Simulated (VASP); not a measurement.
# Ni: single point with r2SCAN

Ni:

```
Ni
1.0
     0.00000    1.74908    1.74908
     1.74908    0.00000    1.74908
     1.74908    1.74908    0.00000
Ni
1
Direct
  0.00000 0.00000 0.00000
```

* Program: VASP 6.6.1
* Task: single point
* Functional: r2SCAN
* Potentials or basis: VASP PAW PBE potentials, release 64 (Ni)
* Cutoff: 520 eV
* k mesh: 13 × 13 × 13
* Occupations: fermi-dirac, width 0.05 eV
* Spin: collinear spin, ferromagnetic start
* Starting moments: [1.0] μB

- Pressure: -3.8 GPa
- Net moment: 0.69 μB per cell
- Site moments: Ni +0.71 μB
- Valence electrons inside the program's atomic spheres: Ni 9.38

Levels at points of the mesh, in eV from the Fermi level:
Spin up:
| k point | band 3 | band 4 | band 5 | band 6 | band 7 | band 8 |
| --- | --- | --- | --- | --- | --- | --- |
| (0.00, 0.00, 0.00) | -2.95 | -2.95 | -1.64 | -1.64 | 24.68 | 28.97 |
Spin down:
| k point | band 2 | band 3 | band 4 | band 5 | band 6 | band 7 | band 8 | band 9 |
| --- | --- | --- | --- | --- | --- | --- | --- | --- |
| (0.00, 0.00, 0.00) | -1.68 | -1.68 | -1.68 | -0.93 | -0.93 | 24.42 | 29.07 | 29.07 |

It took 74 s on 1 thread of AMD EPYC 9R45 96-Core Processor (Zen 5) (shared host), peak memory 0.11 GiB.

Caveat: the PAW data sets were made with another functional, which shifts forces and pressure a little.
